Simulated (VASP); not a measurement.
TaN: single point with PBE

TaN:

```
CELL_PARAMETERS angstrom
2.93800 0.00000 0.00000
-1.46900 2.54438 0.00000
0.00000 0.00000 2.88300
ATOMIC_POSITIONS crystal
Ta 0.00000 0.00000 0.50000
N 0.66667 0.33333 0.00000
```

- Program: VASP 6.6.1
- Task: single point
- Functional: PBE
- Potentials or basis: VASP PAW PBE potentials, release 64 (Ta_pv, N)
- Cutoff: 600 eV
- k mesh: 12 × 12 × 10
- Occupations: gaussian, width 0.1 eV
- Spin: no spin polarisation

```yaml
Pressure: 5.3 GPa
Band_gap_on_the_k_mesh: zero (bands 8 and 9 overlap by 0.50 eV)
```

Stress tensor (GPa, compression positive):
```
4.86 0.00 0.00
0.00 4.86 0.00
0.00 0.00 6.12
```

Levels at points of the mesh, in eV from the Fermi level:
```csv
k point,band 5,band 6,band 7,band 8,band 9,band 10,band 11,band 12
"(0.00, 0.00, 0.00)",-4.64,-4.64,-4.29,-3.01,2.13,3.51,3.51,3.93
"(0.50, 0.00, 0.00)",-8.36,-5.27,-3.55,-3.26,2.94,3.94,5.14,5.22
"(0.00, 0.00, 0.50)",-9.43,-3.83,-3.83,-0.16,-0.16,2.33,3.26,3.26
"(0.50, 0.00, 0.50)",-7.40,-6.27,-5.76,-0.44,4.08,5.28,5.96,7.00
```

It took 26 s on 1 thread of AMD EPYC 7R13 Processor (Zen 3) (shared host), peak memory 0.14 GiB.

Caveat: the cell stands under pressure; spin-orbit coupling is left out, which moves the levels of the heavy elements.
